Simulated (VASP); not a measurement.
Input of a VASP 6.6.1 run:

Contents of POSCAR:

```
AlN
1.0
    2.8328531143      0.0000000000      0.0000000000
   -1.4164265572      2.4533227621      0.0000000000
    0.0000000000      0.0000000000      4.8410108420
Al N
2 2
Direct
    0.0000000000      0.0000000000      0.0000000000
    0.0000000000      0.0000000000      0.5000000000
    0.3333333333      0.6666666667      0.2500000000
    0.6666666667      0.3333333333      0.7500000000
```

INCAR.step1

```
ALGO = Normal ; EDIFF = 1E-4
ENCUT = 520 ; GGA = PE
ISMEAR = 0 ; LASPH = True
LCHARG = False ; LREAL = False
LWAVE = True ; NBANDS = 16
NELM = 80 ; PREC = Accurate
SIGMA = 0.01
```

File INCAR.step2:

```
ALGO = Normal ; EDIFF = 1E-6
ENCUT = 520 ; ISIF = 2
ISMEAR = 0 ; ISTART = 1
LASPH = True ; LCHARG = False
LMIXTAU = True ; LREAL = False
LWAVE = False ; METAGGA = R2SCAN
NBANDS = 16 ; NELM = 80
PREC = Accurate ; SIGMA = 0.01
```

KPOINTS

```
k-points
0
Gamma
  9 9 4
```

Potentials or basis: VASP PAW PBE potentials, release 64 (Al, N).

Launch:

```bash
$ cat potpaw_PBE.64/Al/POTCAR potpaw_PBE.64/N/POTCAR > POTCAR
$ cp INCAR.step1 INCAR
$ mpirun -np 1 vasp_std > vasp.out
$ cp INCAR.step2 INCAR
$ mpirun -np 1 vasp_std > vasp.out
```

Q: Estimate the band gap on the k mesh.

A: 5.88 eV (least direct gap 5.96 eV).

Q: Estimate the pressure.

A: -0.8 GPa.

Stress tensor (GPa, compression positive):
```
-0.69  0.00  0.00
 0.00 -0.69  0.00
 0.00  0.00 -0.86
```

Caveat: the PAW data sets were made with another functional, which shifts forces and pressure a little; an odd mesh through Γ misses points on the zone boundary, where band edges can lie.
